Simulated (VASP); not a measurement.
# SiO2 (P4_2/mnm) in VASP: notebook, part 2 of 2

VASP 6.6.1. Earlier steps stand in the parts before.

### 3 Electric field gradients, PBE (7.61 Å³/atom)

This run uses another cell than the first one, of 7.61 Å³/atom.

The input, INCAR:

```
SYSTEM = SiO2
  ALGO = Normal
  EDIFF = 1E-8
  ENCUT = 520
  GGA = PE
  ISIF = 2
  ISMEAR = -1
  LASPH = .True.
  LCHARG = .False.
  LEFG = .True.
  LREAL = .False.
  LWAVE = .False.
  NBANDS = 25
  NELM = 100
  PREC = Accurate
  SIGMA = 0.03
```

The input, KPOINTS:

```
k-points
0
Gamma
  6 6 9
  0 0 0
```

The input, POSCAR:

```
SiO2
1.0
    4.1520447923      0.0000000000      0.0000000000
    0.0000000000      4.1520447923      0.0000000000
    0.0000000000      0.0000000000      2.6498947625
Si O
2 4
Direct
    0.0000000000      0.0000000000      0.0000000000
    0.5000000000      0.5000000000      0.5000000000
    0.3067000000      0.3067000000      0.0000000000
    0.1933000000      0.8067000000      0.5000000000
    0.6933000000      0.6933000000      0.0000000000
    0.8067000000      0.1933000000      0.5000000000
```

Potentials or basis: VASP PAW PBE potentials, release 64 (Si, O).

On the command line:

```bash
$ cat potpaw_PBE.64/Si/POTCAR potpaw_PBE.64/O/POTCAR > POTCAR
$ mpirun -np 1 vasp_std > vasp.out
```

OUTCAR:

```text
SYSTEM = SiO2
   EDIFF = 1E-8
   ENCUT = 520
   GGA = PE
   ISIF = 2
   ISMEAR = -1
   LASPH = .True.
   LREAL = .False.
   NELM = 100
   PREC = Accurate

 ion  position               nearest neighbor table
   1  0.000  0.000  0.000-   4 1.74   6 1.74   4 1.74   6 1.74   5 1.80   3 1.80
   2  0.500  0.500  0.500-   3 1.74   5 1.74   3 1.74   5 1.74   4 1.80   6 1.80
   3  0.307  0.307  0.000-   2 1.74   2 1.74   1 1.80
   4  0.193  0.807  0.500-   1 1.74   1 1.74   2 1.80
   5  0.693  0.693  0.000-   2 1.74   2 1.74   1 1.80
   6  0.807  0.193  0.500-   1 1.74   1 1.74   2 1.80

  LATTYP: Found a simple tetragonal cell.
 ALAT       =     4.1520447923
 C/A-ratio  =     0.6382143968

  Lattice vectors:

 A1 = (   4.1520447923,   0.0000000000,   0.0000000000)
 A2 = (   0.0000000000,   4.1520447923,   0.0000000000)
 A3 = (   0.0000000000,   0.0000000000,   2.6498947625)

Analysis of symmetry for initial positions (statically):
=====================================================================
 Subroutine PRICEL returns:
 Original cell was already a primitive cell.

 Routine SETGRP: Setting up the symmetry group for a
 simple tetragonal supercell.

 Subroutine GETGRP returns: Found 16 space group operations
 (whereof  8 operations were pure point group operations)
 out of a pool of 16 trial point group operations.

The static configuration has the point symmetry D_2h.
 The point group associated with its full space group is D_4h.

Analysis of symmetry for dynamics (positions and initial velocities):
=====================================================================
 Subroutine PRICEL returns:
 Original cell was already a primitive cell.

 Routine SETGRP: Setting up the symmetry group for a
 simple tetragonal supercell.

 Subroutine GETGRP returns: Found 16 space group operations
 (whereof  8 operations were pure point group operations)
 out of a pool of 16 trial point group operations.

The dynamic configuration has the point symmetry D_2h.
 The point group associated with its full space group is D_4h.

 Subroutine INISYM returns: Found 16 space group operations
 (whereof  8 operations are pure point group operations),
 and found     1 'primitive' translations

----------------------------------------------------------------------------------------

                                     Primitive cell

  volume of cell :      45.6828

  direct lattice vectors                    reciprocal lattice vectors
     4.152044792  0.000000000  0.000000000     0.240845186  0.000000000  0.000000000
     0.000000000  4.152044792  0.000000000     0.000000000  0.240845186  0.000000000
     0.000000000  0.000000000  2.649894762     0.000000000  0.000000000  0.377373477

  length of vectors
     4.152044792  4.152044792  2.649894762     0.240845186  0.240845186  0.377373477

  position of ions in fractional coordinates (direct lattice)
     0.000000000  0.000000000  0.000000000
     0.500000000  0.500000000  0.500000000
     0.306700000  0.306700000  0.000000000
     0.193300000  0.806700000  0.500000000
     0.693300000  0.693300000  0.000000000
[... 107 lines left out ...]
   GGA     = PE    functional components
   LHFCALC =     F    Hartree Fock is set to
   AEXX    =    0.0000 exact exchange contribution
   IVDW    =     0    specifies the selected vdW correction
   LEPSILON=     F    determine dielectric tensor
   LRPA    =     F    only Hartree local field effects (RPA)
 non-spin polarized calculation
  energy-cutoff  :      520.00
  volume of cell :       45.68
 maximum number of plane-waves:      1254
 NGX is ok and might be reduce to    32
   NGX = 15   NGY = 15   NGZ =  9

 number of electron      31.9999979 magnetization

 Free energy of the ion-electron system (eV)
  ---------------------------------------------------
  ext. energy  EPLUGINS =         0.00000000
  ---------------------------------------------------
  free energy    TOTEN  =       -46.17179958 eV

  energy without entropy =      -46.17179958  energy(sigma->0) =      -46.17179958

 E-fermi :   9.1004     XC(G=0): -12.3692

 val. band max:        8.4994536467   @ k =   0.0000   0.0000   0.0000
 cond. band min:      14.4813006830   @ k =   0.0000   0.0000   0.0000
 fundamental gap:      5.9818470364
 Fermi energy:         9.1003805176

 k-point     1 :       0.0000    0.0000    0.0000
  band No.  band energies     occupation
      1     -14.2874      2.00000
      2     -10.5386      2.00000
      3     -10.5386      2.00000
      4     -10.3437      2.00000
      5      -2.4506      2.00000
      6       1.9741      2.00000
[... 661 lines left out ...]
     24      21.3357      0.00000
     25      22.6149      0.00000

 [... further k-points ...]

------------------------ aborting loop because EDIFF is reached ----------------------------------------

  FORCE on cell =-STRESS in cart. coord.  units (eV):
  Direction    XX          YY          ZZ          XY          YZ          ZX
  --------------------------------------------------------------------------------------
  -------------------------------------------------------------------------------------
  Total        4.9367849      4.9367849      5.7709777     -0.0000000      0.0000000      0.0000000
  in kB      173.1418697    173.1418697    202.3984994     -0.0000000      0.0000000      0.0000000
  external PRESSURE =     182.8940796 kB  Pullay stress =       0.0000000 kB

 VOLUME and BASIS-vectors are now :
 -----------------------------------------------------------------------------
  energy-cutoff  :      520.00
  volume of cell :       45.68
      direct lattice vectors                 reciprocal lattice vectors
     4.152044792  0.000000000  0.000000000     0.240845186  0.000000000  0.000000000
     0.000000000  4.152044792  0.000000000     0.000000000  0.240845186  0.000000000
     0.000000000  0.000000000  2.649894762     0.000000000  0.000000000  0.377373477

 POSITION                                       TOTAL-FORCE (eV/Angst)
 -----------------------------------------------------------------------------------
      0.00000      0.00000      0.00000         0.000000      0.000000     -0.000000
      2.07602      2.07602      1.32495         0.000000      0.000000     -0.000000
      1.27343      1.27343      0.00000        -0.279278     -0.279278      0.000000
      0.80259      3.34945      1.32495         0.279278     -0.279278     -0.000000
      2.87861      2.87861      0.00000         0.279278      0.279278     -0.000000
      3.34945      0.80259      1.32495        -0.279278      0.279278     -0.000000
 -----------------------------------------------------------------------------------
    total drift:                                0.000000      0.000000      0.000000

  FREE ENERGIE OF THE ION-ELECTRON SYSTEM (eV)
  ---------------------------------------------------
  free  energy   TOTEN  =       -46.1717995769 eV

  energy  without entropy=      -46.1717995769  energy(sigma->0) =      -46.17179958

 Electric field gradients (V/A^2)
---------------------------------------------------------------------
 ion       V_xx      V_yy      V_zz      V_xy      V_xz      V_yz
---------------------------------------------------------------------
   1       9.389     9.389   -18.778    13.582     0.000    -0.000
   2       9.389     9.389   -18.778   -13.582     0.000    -0.000
   3     -23.330   -23.330    46.660    84.070    -0.000     0.000
   4     -23.330   -23.330    46.660   -84.070     0.000     0.000
   5     -23.330   -23.330    46.660    84.070    -0.000     0.000
   6     -23.330   -23.330    46.660   -84.070     0.000     0.000
---------------------------------------------------------------------

 Electric field gradients after diagonalization (V/A^2)
 (convention: |V_zz| > |V_xx| > |V_yy|)
----------------------------------------------------------------------
 ion       V_xx      V_yy      V_zz     asymmetry (V_yy - V_xx)/ V_zz
----------------------------------------------------------------------
   1     -18.778    -4.193    22.971       0.635
   2     -18.778    -4.193    22.971       0.635
   3      60.740    46.660  -107.401       0.131
   4      60.740    46.660  -107.401       0.131
   5      60.740    46.660  -107.401       0.131
   6      60.740    46.660  -107.401       0.131
----------------------------------------------------------------------

           NMR quadrupolar parameters

 Cq : quadrupolar parameter    Cq=e*Q*V_zz/h
 eta: asymmetry parameters     (V_yy - V_xx)/ V_zz
 Q  : nuclear electric quadrupole moment in mb (millibarn)
----------------------------------------------------------------------
 ion       Cq(MHz)       eta       Q (mb)
----------------------------------------------------------------------
   1       0.056       0.635       1.000
   2       0.056       0.635       1.000
   3      -0.260       0.131       1.000
   4      -0.260       0.131       1.000
   5      -0.260       0.131       1.000
   6      -0.260       0.131       1.000
----------------------------------------------------------------------
```

Wall time 65 s (1 thread of Intel Xeon 8259CL, shared host); peak memory 0.17 GiB.

Results:

```
Free energy                             : -46.1718 eV
Pressure                                : 18.3 GPa
Largest force                           : 0.395 eV/Å
Band gap on the k mesh                  : 5.98 eV
Largest electric field gradient by atom : Si +23.0; O -107.4 V/Å²
```

Forces on the atoms (eV/Å):
```
Si   0.000  0.000  0.000
Si   0.000  0.000  0.000
O   -0.279 -0.279  0.000
O    0.279 -0.279  0.000
O    0.279  0.279  0.000
O   -0.279  0.279  0.000
```

Stress tensor (GPa, compression positive):
```
17.31  0.00  0.00
 0.00 17.31  0.00
 0.00  0.00 20.24
```

Electric field gradients, principal values (V/Å²):
```tsv
atom	least	middle	greatest (by size)
1 Si	-4.193	-18.778	22.971
2 Si	-4.193	-18.778	22.971
3 O	46.660	60.740	-107.401
4 O	46.660	60.740	-107.401
5 O	46.660	60.740	-107.401
6 O	46.660	60.740	-107.401
```

Caveat: the cell stands under pressure; without QUAD_EFG the Cq values of the log hold for a quadrupole moment of 1 mb, not for the nuclei. A k mesh can miss the band edges.

### 4 Electric field gradients, PBE (7.61 Å³/atom)

This run uses another cell than the first one, of 7.61 Å³/atom.

The input, INCAR:

```
  PREC = Accurate
  ENCUT = 520
  EDIFF = 1E-8
  ISMEAR = -1
  SIGMA = 0.03
  LREAL = F
  LASPH = T
  NELM = 100
  ALGO = Normal
  ISIF = 2
  LWAVE = F
  LCHARG = F
  GGA = PE
  LEFG = T
  NBANDS = 25
```

The input, KPOINTS:

```
regular mesh
0
Gamma
  6 6 9
```

POSCAR is that of step 3.

Potentials or basis: VASP PAW PBE potentials, release 64 (Si, O).

On the command line:

```bash
$ cat potpaw_PBE.64/Si/POTCAR potpaw_PBE.64/O/POTCAR > POTCAR
$ mpirun -np 1 vasp_std > vasp.out
```

OUTCAR:

```text
PREC = Accurate
   ENCUT = 520
   EDIFF = 1E-8
   ISMEAR = -1
   LREAL = F
   LASPH = T
   NELM = 100
   ISIF = 2
   GGA = PE

 ion  position               nearest neighbor table
   1  0.000  0.000  0.000-   4 1.74   6 1.74   4 1.74   6 1.74   5 1.80   3 1.80
   2  0.500  0.500  0.500-   3 1.74   5 1.74   3 1.74   5 1.74   4 1.80   6 1.80
   3  0.307  0.307  0.000-   2 1.74   2 1.74   1 1.80
   4  0.193  0.807  0.500-   1 1.74   1 1.74   2 1.80
   5  0.693  0.693  0.000-   2 1.74   2 1.74   1 1.80
   6  0.807  0.193  0.500-   1 1.74   1 1.74   2 1.80

  LATTYP: Found a simple tetragonal cell.
 ALAT       =     4.1520447923
 C/A-ratio  =     0.6382143968

  Lattice vectors:

 A1 = (   4.1520447923,   0.0000000000,   0.0000000000)
 A2 = (   0.0000000000,   4.1520447923,   0.0000000000)
 A3 = (   0.0000000000,   0.0000000000,   2.6498947625)

Analysis of symmetry for initial positions (statically):
=====================================================================
 Subroutine PRICEL returns:
 Original cell was already a primitive cell.
[... 888 lines left out ...]
 -----------------------------------------------------------------------------------
    total drift:                                0.000000      0.000000      0.000000

  FREE ENERGIE OF THE ION-ELECTRON SYSTEM (eV)
  ---------------------------------------------------
  free  energy   TOTEN  =       -46.1717995769 eV

  energy  without entropy=      -46.1717995769  energy(sigma->0) =      -46.17179958

 Electric field gradients (V/A^2)
---------------------------------------------------------------------
 ion       V_xx      V_yy      V_zz      V_xy      V_xz      V_yz
---------------------------------------------------------------------
   1       9.389     9.389   -18.778    13.582     0.000    -0.000
   2       9.389     9.389   -18.778   -13.582     0.000    -0.000
   3     -23.330   -23.330    46.660    84.070    -0.000     0.000
   4     -23.330   -23.330    46.660   -84.070     0.000     0.000
   5     -23.330   -23.330    46.660    84.070    -0.000     0.000
   6     -23.330   -23.330    46.660   -84.070     0.000     0.000
---------------------------------------------------------------------

 Electric field gradients after diagonalization (V/A^2)
 (convention: |V_zz| > |V_xx| > |V_yy|)
----------------------------------------------------------------------
 ion       V_xx      V_yy      V_zz     asymmetry (V_yy - V_xx)/ V_zz
----------------------------------------------------------------------
   1     -18.778    -4.193    22.971       0.635
   2     -18.778    -4.193    22.971       0.635
   3      60.740    46.660  -107.401       0.131
   4      60.740    46.660  -107.401       0.131
   5      60.740    46.660  -107.401       0.131
   6      60.740    46.660  -107.401       0.131
----------------------------------------------------------------------

           NMR quadrupolar parameters

 Cq : quadrupolar parameter    Cq=e*Q*V_zz/h
 eta: asymmetry parameters     (V_yy - V_xx)/ V_zz
 Q  : nuclear electric quadrupole moment in mb (millibarn)
----------------------------------------------------------------------
 ion       Cq(MHz)       eta       Q (mb)
----------------------------------------------------------------------
   1       0.056       0.635       1.000
   2       0.056       0.635       1.000
   3      -0.260       0.131       1.000
   4      -0.260       0.131       1.000
   5      -0.260       0.131       1.000
   6      -0.260       0.131       1.000
----------------------------------------------------------------------
```

stdout:

```text
POSCAR found type information on POSCAR SiO
 POSCAR found :  2 types and       6 ions
 scaLAPACK will be used
 LDA part: xc-table for (Slater+PW92), standard interpolation
 POSCAR, INCAR and KPOINTS ok, starting setup
 FFT: planning ... GRIDC
 FFT: planning ... GRID_SOFT
 FFT: planning ... GRID
 WAVECAR not read
 entering main loop
ion   1

ion   2

ion   3

ion   4

ion   5

ion   6
```

Wall time 75 s (1 thread of Intel Xeon 8259CL, shared host); peak memory 0.18 GiB.

Results:

```yaml
Free_energy: -46.1718 eV
Pressure: 18.3 GPa
Largest_force: 0.395 eV/Å
Band_gap_on_the_k_mesh: 5.98 eV
Largest_electric_field_gradient_by_atom: Si +23.0; O -107.4 V/Å²
```

Forces in eV/Å, atoms in the order of the input:
```
Si   0.000  0.000  0.000
Si   0.000  0.000  0.000
O   -0.279 -0.279  0.000
O    0.279 -0.279  0.000
O    0.279  0.279  0.000
O   -0.279  0.279  0.000
```

Stress tensor (GPa, compression positive):
```
17.31  0.00  0.00
 0.00 17.31  0.00
 0.00  0.00 20.24
```

Electric field gradients, principal values (V/Å²):
```csv
atom,least,middle,greatest (by size)
1 Si,-4.193,-18.778,22.971
2 Si,-4.193,-18.778,22.971
3 O,46.660,60.740,-107.401
4 O,46.660,60.740,-107.401
5 O,46.660,60.740,-107.401
6 O,46.660,60.740,-107.401
```

Caveat: the cell stands under pressure; without QUAD_EFG the Cq values of the log hold for a quadrupole moment of 1 mb, not for the nuclei. A k mesh can miss the band edges.
